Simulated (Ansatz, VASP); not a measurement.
KI: VASP beside Ansatz

```xyz
2
Lattice="0.0000 3.5709 3.5709 3.5709 0.0000 3.5709 3.5709 3.5709 0.0000" Properties=species:S:1:pos:R:3 pbc="T T T"
K     0.0000    0.0000    0.0000
I     3.5709    3.5709    3.5709
```

Change from the starting cell: volume scaled by 1.04, crystal datasets.

Alike in both runs: task electric field gradients; functional PBEsol; k mesh 8 × 8 × 8; occupations fermi-dirac, width 0.01 eV; no spin polarisation.

|  | VASP | Ansatz |
| --- | --- | --- |
| version | VASP 6.6.1 | Ansatz 0.2.0 |
| potentials or method | VASP PAW PBE potentials, release 64 (K_sv, I), cutoff 520 eV | all-electron PAW with datasets made for the crystal, scalar-relativistic |

|  | VASP | Ansatz | Ansatz less VASP |
| --- | --- | --- | --- |
| gap on the k mesh at the Fermi level (eV) | 3.75 | 3.75 | +0.003 |
| pressure (GPa) | -0.6 | -0.6 | -0.03 |

VASP's potentials were made for PBE, not for PBEsol. Ansatz ran all-electron here, and VASP with PAW potentials.

Neither program's run includes spin-orbit coupling.
